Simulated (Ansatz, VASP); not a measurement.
# Ge5As in VASP and in Ansatz

```
Ge As
1.0
     3.22386    1.86130    3.87128
    -3.22386    1.86130    3.87128
     0.00000   -3.72259    3.87128
Ge As
5 1
Cartesian
  0.0000 0.0000 2.1030
  0.0000 0.0000 9.5109
  0.0000 -1.8613 1.9356
  1.6119 0.9306 1.9356
  -1.6119 0.9306 1.9356
  0.0000 0.0000 0.0000
```

Alike in both runs: task relaxation of cell and atoms; functional PBE; k mesh 3 × 3 × 3; occupations gaussian, width 0.1 eV; no spin polarisation.

```csv
,VASP,Ansatz
version,VASP 6.6.1,Ansatz 0.2.0
potentials or method,"VASP PAW PBE potentials, release 64 (Ge_d, As), cutoff 600 eV","scalar-relativistic, plane waves, PAW"
valence electrons in the cell,75,85
```

```csv
,VASP,Ansatz,Ansatz less VASP
"gap on the k mesh at the Fermi level, each at its own relaxed structure (eV)",none,none,-
relaxed volume (Å³/atom),24.72,22.27,-2.458
relaxed cell length with the largest relative difference (Å),5.345,5.376,+0.0302
```

A gap of «none» marks a metal or a gap that the smearing closes. One of these differences is far larger than is usual between the two programs; its cause wasn't traced. VASP's potentials hold 75 valence electrons a cell and Ansatz's 85, so a difference there can come from the potentials and not from the codes.

The k mesh is coarse, so the values compare programs but aren't converged.
